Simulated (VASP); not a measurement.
# Sc (P6_3/mmc) in VASP: a series of runs

The runs below take Sc through single point, relaxation of shape and atoms at fixed volume, with PBE.

All numbers are computed with VASP 6.6.1; they aren't measurements. Logs are shortened: lines on timing, memory, paths and dates and some standing lists are left out, and cuts for length are marked.

**1. The cell of the first run**

The structure is hexagonal, space group P6_3/mmc (No. 194). The conventional cell has a = 3.176 Å, b = 3.176 Å, c = 10.154 Å, α = 90.00°, β = 90.00°, γ = 120.00°. Sc (site symmetry -3m) has 12 Sc at 3.13 to 3.18 Å within 4.1 Å. Within 4.1 Å of Sc (site symmetry -6m2) lie 12 Sc at 3.13 to 3.18 Å.

**2. Single point, PBE**

INCAR

```
PREC = Accurate
ENCUT = 520
EDIFF = 1E-6
ISMEAR = -1
SIGMA = 0.05
LREAL = False
LASPH = True
NELM = 100
ALGO = Normal
ISIF = 2
LWAVE = False
LCHARG = False
GGA = PE
NBANDS = 30
```

KPOINTS

```
regular mesh
0
Gamma
  12 12 4
```

POSCAR

```
Sc
1.0
    3.1755632805      0.0000000000      0.0000000000
   -1.5877816402      2.7501184722      0.0000000000
    0.0000000000      0.0000000000     10.1537723675
Sc
4
Direct
    0.0000000000      0.0000000000      0.0000000000
    0.0000000000      0.0000000000      0.5000000000
    0.3333333333      0.6666666667      0.2500000000
    0.6666666667      0.3333333333      0.7500000000
```

Potentials or basis: VASP PAW PBE potentials, release 64 (Sc_sv).

Launch:

```bash
$ cat potpaw_PBE.64/Sc_sv/POTCAR > POTCAR
$ mpirun -np 1 vasp_std > vasp.out
```

OUTCAR:

```text
PREC = Accurate
   ENCUT = 520
   EDIFF = 1E-6
   ISMEAR = -1
   LREAL = False
   LASPH = True
   NELM = 100
   ISIF = 2
   GGA = PE

 ion  position               nearest neighbor table
   1  0.000  0.000  0.000-   3 3.13   4 3.13   3 3.13   4 3.13   4 3.13   3 3.13
   2  0.000  0.000  0.500-   3 3.13   4 3.13   3 3.13   4 3.13   4 3.13   3 3.13
   3  0.333  0.667  0.250-   1 3.13   2 3.13   1 3.13   2 3.13   1 3.13   2 3.13
   4  0.667  0.333  0.750-   1 3.13   2 3.13   1 3.13   2 3.13   1 3.13   2 3.13

  LATTYP: Found a hexagonal cell.
 ALAT       =     3.1755632805
 C/A-ratio  =     3.1974712738

  Lattice vectors:

 A1 = (   3.1755632805,   0.0000000000,   0.0000000000)
 A2 = (  -1.5877816402,   2.7501184722,   0.0000000000)
 A3 = (   0.0000000000,   0.0000000000,  10.1537723675)

Analysis of symmetry for initial positions (statically):
=====================================================================
 Subroutine PRICEL returns:
 Original cell was already a primitive cell.

 Routine SETGRP: Setting up the symmetry group for a
 hexagonal supercell.

 Subroutine GETGRP returns: Found 24 space group operations
 (whereof 12 operations were pure point group operations)
 out of a pool of 24 trial point group operations.

The static configuration has the point symmetry D_3d.
 The point group associated with its full space group is D_6h.

Analysis of symmetry for dynamics (positions and initial velocities):
=====================================================================
 Subroutine PRICEL returns:
 Original cell was already a primitive cell.

 Routine SETGRP: Setting up the symmetry group for a
 hexagonal supercell.

 Subroutine GETGRP returns: Found 24 space group operations
 (whereof 12 operations were pure point group operations)
 out of a pool of 24 trial point group operations.

The dynamic configuration has the point symmetry D_3d.
 The point group associated with its full space group is D_6h.

 Subroutine INISYM returns: Found 24 space group operations
 (whereof 12 operations are pure point group operations),
 and found     1 'primitive' translations

----------------------------------------------------------------------------------------

                                     Primitive cell

  volume of cell :      88.6747

  direct lattice vectors                    reciprocal lattice vectors
     3.175563281  0.000000000  0.000000000     0.314904762  0.181810349  0.000000000
[... 90 lines left out ...]
   EDIFF  = 0.1E-05   stopping-criterion for ELM
   LREAL  =      F    real-space projection
   EDIFFG = 0.1E-04   stopping-criterion for IOM
   NSW    =      0    number of steps for IOM
   IBRION =     -1    ionic relax: 0-MD 1-quasi-New 2-CG
   NFREE  =      0    steps in history (QN), initial steepest desc. (CG)
   ISIF   =      2    stress and relaxation
   ISYM   =      2    0-nonsym 1-usesym 2-fastsym
   POTIM  = 0.5000    time-step for ionic-motion
   TEBEG  =    0.0;   TEEND  =   0.0 temperature during run
   PSTRESS=    0.0 pullay stress
   NELECT =      44.0000    total number of electrons
   NUPDOWN=      -1.0000    fix difference up-down
   EMIN   =  10.00;   EMAX   =-10.00  energy-range for DOS
   EFERMI =   0.00;   METHOD = LEGACY
   ISMEAR =    -1;   SIGMA  =   0.05  broadening in eV -4-tet -1-fermi 0-gaus
   EFERMI_NEDOS =   21; number of points for ismear=-14 and -15
   IALGO  =     38    algorithm
   IMIX   =      4    mixing-type and parameters
     AMIX     =   0.40;   BMIX     =  1.00
     AMIX_MAG =   1.60;   BMIX_MAG =  1.00
  volume/ion in A,a.u.               =      22.17       149.60
  Fermi-wavevector in a.u.,A,eV,Ry     =   1.296062  2.449202 22.854758  1.679777
  Thomas-Fermi vector in A             =   2.427542
   LORBIT       =      0    0 simple, 1 ext, 2 COOP (PROOUT), +10 PAW based schemes
   GGA     = PE    functional components
   LHFCALC =     F    Hartree Fock is set to
   AEXX    =    0.0000 exact exchange contribution
   IVDW    =     0    specifies the selected vdW correction
   LEPSILON=     F    determine dielectric tensor
   LRPA    =     F    only Hartree local field effects (RPA)
 non-spin polarized calculation
  energy-cutoff  :      520.00
  volume of cell :       88.67
 maximum number of plane-waves:      2408
 NGX is ok and might be reduce to    24
   NGX = 11   NGY = 11   NGZ = 37

 number of electron      43.9999999 magnetization

 Free energy of the ion-electron system (eV)
  ---------------------------------------------------
  ext. energy  EPLUGINS =         0.00000000
  ---------------------------------------------------
  free energy    TOTEN  =       -24.74574470 eV

  energy without entropy =      -24.69137963  energy(sigma->0) =      -24.71856217

 E-fermi :   4.3705     XC(G=0): -10.3082

 val. band max:        4.3651769461   @ k =   0.3333   0.0000   0.0000
 cond. band min:       4.3756863923   @ k =   0.2500   0.0833   0.2500
 fundamental gap:      0.0105094463
 Fermi energy:         4.3704575230

 k-point     1 :       0.0000    0.0000    0.0000
  band No.  band energies     occupation
      1     -44.7911      2.00000
      2     -44.7506      2.00000
      3     -44.7288      2.00000
      4     -44.6878      2.00000
      5     -23.7136      2.00000
      6     -23.4476      2.00000
[... 781 lines left out ...]
     29       6.1532      0.00000
     30       6.6202      0.00000

 [... further k-points ...]

------------------------ aborting loop because EDIFF is reached ----------------------------------------

  FORCE on cell =-STRESS in cart. coord.  units (eV):
  Direction    XX          YY          ZZ          XY          YZ          ZX
  --------------------------------------------------------------------------------------
  -------------------------------------------------------------------------------------
  Total        3.6012626      3.6012626      3.6006942      0.0000000     -0.0000000      0.0000000
  in kB       65.0677475     65.0677475     65.0574782      0.0000000     -0.0000000      0.0000000
  external PRESSURE =      65.0643244 kB  Pullay stress =       0.0000000 kB

 VOLUME and BASIS-vectors are now :
 -----------------------------------------------------------------------------
  energy-cutoff  :      520.00
  volume of cell :       88.67
      direct lattice vectors                 reciprocal lattice vectors
     3.175563281  0.000000000  0.000000000     0.314904762  0.181810349  0.000000000
    -1.587781640  2.750118472  0.000000000     0.000000000  0.363620699  0.000000000
     0.000000000  0.000000000 10.153772368     0.000000000  0.000000000  0.098485564

 POSITION                                       TOTAL-FORCE (eV/Angst)
 -----------------------------------------------------------------------------------
      0.00000      0.00000      0.00000         0.000000      0.000000      0.000000
      0.00000      0.00000      5.07689         0.000000      0.000000      0.000000
     -0.00000      1.83341      2.53844         0.000000      0.000000      0.000000
      1.58778      0.91671      7.61533        -0.000000     -0.000000     -0.000000
 -----------------------------------------------------------------------------------
    total drift:                               -0.000000      0.000000     -0.000000

  FREE ENERGIE OF THE ION-ELECTRON SYSTEM (eV)
  ---------------------------------------------------
  free  energy   TOTEN  =       -24.7457447030 eV

  energy  without entropy=      -24.6913796280  energy(sigma->0) =      -24.71856217
```

stdout:

```text
POSCAR found type information on POSCAR Sc
 POSCAR found :  1 types and       4 ions
 scaLAPACK will be used
 LDA part: xc-table for (Slater+PW92), standard interpolation
 POSCAR, INCAR and KPOINTS ok, starting setup
 FFT: planning ... GRIDC
 FFT: planning ... GRID_SOFT
 FFT: planning ... GRID
 WAVECAR not read
 entering main loop
```

It took 3.1 min on 1 thread of Intel Xeon 8259CL, shared host; peak memory 0.26 GiB.

What came out:

- Free energy: -24.7457 eV
- Pressure: 6.5 GPa
- Band gap on the k mesh: zero (bands 22 and 23 overlap by 1.31 eV)

Caveat: the cell stands under pressure.

**3. Single point, PBE**

This run uses another cell than the first one, of 24.63 Å³/atom.

INCAR

```
ALGO = Normal
EDIFF = 1E-6
ENCUT = 520
GGA = PE
ISIF = 2
ISMEAR = -1
LASPH = T
LCHARG = F
LREAL = F
LWAVE = F
NBANDS = 30
NELM = 80
PREC = Accurate
SIGMA = 0.05
```

KPOINTS

```
k-points
0
Gamma
  12 12 4
```

POSCAR

```
Sc
1.0
    3.2920613758      0.0000000000      0.0000000000
   -1.6460306879      2.8510087823      0.0000000000
    0.0000000000      0.0000000000     10.4976142426
Sc
4
Direct
    0.0000000000      0.0000000000      0.0000000000
    0.0000000000      0.0000000000      0.5000000000
    0.3333333333      0.6666666667      0.2500000000
    0.6666666667      0.3333333333      0.7500000000
```

Potentials or basis: VASP PAW PBE potentials, release 64 (Sc_sv).

Launch:

```bash
$ cat potpaw_PBE.64/Sc_sv/POTCAR > POTCAR
$ mpirun -np 1 vasp_std > vasp.out
```

OUTCAR:

```text
EDIFF = 1E-6
   ENCUT = 520
   GGA = PE
   ISIF = 2
   ISMEAR = -1
   LASPH = T
   LREAL = F
   NELM = 80
   PREC = Accurate

 ion  position               nearest neighbor table
   1  0.000  0.000  0.000-   3 3.24   4 3.24   4 3.24   3 3.24   4 3.24   3 3.24
   2  0.000  0.000  0.500-   3 3.24   4 3.24   4 3.24   3 3.24   4 3.24   3 3.24
   3  0.333  0.667  0.250-   1 3.24   2 3.24   1 3.24   2 3.24   1 3.24   2 3.24
   4  0.667  0.333  0.750-   1 3.24   2 3.24   1 3.24   2 3.24   1 3.24   2 3.24

  LATTYP: Found a hexagonal cell.
 ALAT       =     3.2920613758
 C/A-ratio  =     3.1887662605

  Lattice vectors:

 A1 = (   3.2920613758,   0.0000000000,   0.0000000000)
 A2 = (  -1.6460306879,   2.8510087823,   0.0000000000)
 A3 = (   0.0000000000,   0.0000000000,  10.4976142426)

Analysis of symmetry for initial positions (statically):
=====================================================================
 Subroutine PRICEL returns:
 Original cell was already a primitive cell.

 Routine SETGRP: Setting up the symmetry group for a
 hexagonal supercell.

 Subroutine GETGRP returns: Found 24 space group operations
 (whereof 12 operations were pure point group operations)
 out of a pool of 24 trial point group operations.

The static configuration has the point symmetry D_3d.
 The point group associated with its full space group is D_6h.

Analysis of symmetry for dynamics (positions and initial velocities):
=====================================================================
 Subroutine PRICEL returns:
 Original cell was already a primitive cell.

 Routine SETGRP: Setting up the symmetry group for a
 hexagonal supercell.

 Subroutine GETGRP returns: Found 24 space group operations
 (whereof 12 operations were pure point group operations)
 out of a pool of 24 trial point group operations.

The dynamic configuration has the point symmetry D_3d.
 The point group associated with its full space group is D_6h.

 Subroutine INISYM returns: Found 24 space group operations
 (whereof 12 operations are pure point group operations),
 and found     1 'primitive' translations

----------------------------------------------------------------------------------------

                                     Primitive cell

  volume of cell :      98.5274

  direct lattice vectors                    reciprocal lattice vectors
     3.292061376  0.000000000  0.000000000     0.303761044  0.175376520  0.000000000
    -1.646030688  2.851008782  0.000000000     0.000000000  0.350753041  0.000000000
     0.000000000  0.000000000 10.497614243     0.000000000  0.000000000  0.095259740

  length of vectors
     3.292061376  3.292061376 10.497614243     0.350753041  0.350753041  0.095259740

  position of ions in fractional coordinates (direct lattice)
     0.000000000  0.000000000  0.000000000
     0.000000000  0.000000000  0.500000000
     0.333333333  0.666666667  0.250000000
     0.666666667  0.333333333  0.750000000

  ion indices of the primitive-cell ions
   primitive index   ion index
                 1           1
                 2           2
                 3           3
                 4           4

----------------------------------------------------------------------------------------

 KPOINTS: k-points

Automatic generation of k-mesh.
 Grid dimensions read from file:
 generate k-points for:   12   12    4

 Generating k-lattice:

  Cartesian coordinates                     Fractional coordinates (reciprocal lattice)
     0.025313420  0.014614710  0.000000000     0.083333333  0.000000000  0.000000000
     0.000000000  0.029229420  0.000000000     0.000000000  0.083333333  0.000000000
     0.000000000  0.000000000  0.023814935     0.000000000  0.000000000  0.250000000

  Length of vectors
     0.029229420  0.029229420  0.023814935

  Shift w.r.t. Gamma in fractional coordinates (k-lattice)
     0.000000000  0.000000000  0.000000000

 Subroutine IBZKPT returns following result:
 ===========================================

 Found     57 irreducible k-points:

 Following reciprocal coordinates:
            Coordinates               Weight
  0.000000  0.000000  0.000000      1.000000
  0.083333  0.000000  0.000000      6.000000
  0.166667  0.000000  0.000000      6.000000
  0.250000  0.000000  0.000000      6.000000
  0.333333  0.000000  0.000000      6.000000
  0.416667  0.000000  0.000000      6.000000
[... 16 lines left out ...]
  0.250000  0.000000  0.250000     12.000000
  0.333333  0.000000  0.250000     12.000000
 [... further k-points ...]
   k-points           NKPTS =     57   k-points in BZ     NKDIM =     57   number of bands    NBANDS=     30
   number of dos      NEDOS =    301   number of ions     NIONS =      4
   total plane-waves  NPLWV =  46080
   dimension x,y,z NGX =    24 NGY =   24 NGZ =   80
   dimension x,y,z NGXF=    48 NGYF=   48 NGZF=  160
   ions per type =               4
   NGX,Y,Z   is equivalent  to a cutoff of  12.12, 12.12, 12.67 a.u.
   NGXF,Y,Z  is equivalent  to a cutoff of  24.24, 24.24, 25.34 a.u.
 SYSTEM =  unknown system
   PREC   = accura    normal or accurate (medium, high low for compatibility)
   ISTART =      0    job   : 0-new  1-cont  2-samecut
   ICHARG =      2    charge: 1-file 2-atom 10-const
   ISPIN  =      1    spin polarized calculation?
   LNONCOLLINEAR =      F non collinear calculations
   LSORBIT =      F    spin-orbit coupling
   LASPH  =      T    aspherical Exc in radial PAW
   ENCUT  =  520.0 eV  38.22 Ry    6.18 a.u.   6.12  6.12 19.52*2*pi/ulx,y,z
   NELM   =     80;   NELMIN=  2; NELMDL= -5     # of ELM steps
   EDIFF  = 0.1E-05   stopping-criterion for ELM
   LREAL  =      F    real-space projection
   EDIFFG = 0.1E-04   stopping-criterion for IOM
   NSW    =      0    number of steps for IOM
   IBRION =     -1    ionic relax: 0-MD 1-quasi-New 2-CG
   NFREE  =      0    steps in history (QN), initial steepest desc. (CG)
   ISIF   =      2    stress and relaxation
   ISYM   =      2    0-nonsym 1-usesym 2-fastsym
   POTIM  = 0.5000    time-step for ionic-motion
   TEBEG  =    0.0;   TEEND  =   0.0 temperature during run
   PSTRESS=    0.0 pullay stress
   NELECT =      44.0000    total number of electrons
   NUPDOWN=      -1.0000    fix difference up-down
   EMIN   =  10.00;   EMAX   =-10.00  energy-range for DOS
   EFERMI =   0.00;   METHOD = LEGACY
   ISMEAR =    -1;   SIGMA  =   0.05  broadening in eV -4-tet -1-fermi 0-gaus
   EFERMI_NEDOS =   21; number of points for ismear=-14 and -15
   IALGO  =     38    algorithm
   IMIX   =      4    mixing-type and parameters
     AMIX     =   0.40;   BMIX     =  1.00
     AMIX_MAG =   1.60;   BMIX_MAG =  1.00
  volume/ion in A,a.u.               =      24.63       166.22
  Fermi-wavevector in a.u.,A,eV,Ry     =   1.251334  2.364679 21.304514  1.565838
  Thomas-Fermi vector in A             =   2.385287
   LORBIT       =      0    0 simple, 1 ext, 2 COOP (PROOUT), +10 PAW based schemes
   GGA     = PE    functional components
   LHFCALC =     F    Hartree Fock is set to
   AEXX    =    0.0000 exact exchange contribution
   IVDW    =     0    specifies the selected vdW correction
   LEPSILON=     F    determine dielectric tensor
   LRPA    =     F    only Hartree local field effects (RPA)
 non-spin polarized calculation
  energy-cutoff  :      520.00
  volume of cell :       98.53
 maximum number of plane-waves:      2694
   NGX = 13   NGY = 13   NGZ = 39

 number of electron      44.0000006 magnetization

 Free energy of the ion-electron system (eV)
  ---------------------------------------------------
  ext. energy  EPLUGINS =         0.00000000
  ---------------------------------------------------
  free energy    TOTEN  =       -24.93799553 eV

  energy without entropy =      -24.87278948  energy(sigma->0) =      -24.90539251

 E-fermi :   3.7162     XC(G=0):  -9.8790

 val. band max:        3.6998695050   @ k =   0.3333   0.2500   0.2500
 cond. band min:       3.7203286064   @ k =   0.1667   0.0000   0.0000
 fundamental gap:      0.0204591014
 Fermi energy:         3.7162300166

 k-point     1 :       0.0000    0.0000    0.0000
  band No.  band energies     occupation
      1     -45.7147      2.00000
      2     -45.6892      2.00000
      3     -45.6732      2.00000
      4     -45.6476      2.00000
      5     -24.5375      2.00000
      6     -24.3524      2.00000
[... 22 lines left out ...]
     29       5.5175      0.00000
     30       5.5400      0.00000
[... 728 lines left out ...]
  band No.  band energies     occupation
      1     -45.6735      2.00000
      2     -45.6653      2.00000
      3     -45.6438      2.00000
      4     -45.6354      2.00000
      5     -24.4635      2.00000
      6     -24.4314      2.00000
[... 22 lines left out ...]
     29       5.3522      0.00000
     30       5.7583      0.00000

 [... further k-points ...]
[... 5 lines left out ...]
  --------------------------------------------------------------------------------------
  -------------------------------------------------------------------------------------
  Total        0.0175186      0.0175186      0.0256010      0.0000000      0.0000000      0.0000000
  in kB        0.2848746      0.2848746      0.4163033      0.0000000      0.0000000      0.0000000
  external PRESSURE =       0.3286842 kB  Pullay stress =       0.0000000 kB

 VOLUME and BASIS-vectors are now :
 -----------------------------------------------------------------------------
  energy-cutoff  :      520.00
  volume of cell :       98.53
      direct lattice vectors                 reciprocal lattice vectors
     3.292061376  0.000000000  0.000000000     0.303761044  0.175376520  0.000000000
    -1.646030688  2.851008782  0.000000000     0.000000000  0.350753041  0.000000000
     0.000000000  0.000000000 10.497614243     0.000000000  0.000000000  0.095259740

 POSITION                                       TOTAL-FORCE (eV/Angst)
 -----------------------------------------------------------------------------------
      0.00000      0.00000      0.00000        -0.000000      0.000000     -0.000000
      0.00000      0.00000      5.24881        -0.000000      0.000000     -0.000000
     -0.00000      1.90067      2.62440        -0.000000     -0.000000     -0.000000
      1.64603      0.95034      7.87321         0.000000      0.000000      0.000000
 -----------------------------------------------------------------------------------
    total drift:                               -0.000000      0.000000     -0.000000

  FREE ENERGIE OF THE ION-ELECTRON SYSTEM (eV)
  ---------------------------------------------------
  free  energy   TOTEN  =       -24.9379955291 eV

  energy  without entropy=      -24.8727894819  energy(sigma->0) =      -24.90539251
```

stdout:

```text
POSCAR found type information on POSCAR Sc
 POSCAR found :  1 types and       4 ions
 scaLAPACK will be used
 LDA part: xc-table for (Slater+PW92), standard interpolation
 POSCAR, INCAR and KPOINTS ok, starting setup
 FFT: planning ... GRIDC
 FFT: planning ... GRID_SOFT
 FFT: planning ... GRID
 WAVECAR not read
 entering main loop
```

Run time: 2.9 min. Hardware: 1 thread of Intel Xeon 8259CL, shared host; peak memory 0.27 GiB.

Results:

```yaml
Free_energy: -24.9380 eV
Pressure: 0.0 GPa
Band_gap_on_the_k_mesh: zero (bands 22 and 23 overlap by 1.18 eV)
```

(Continued in part 2 of 2.)
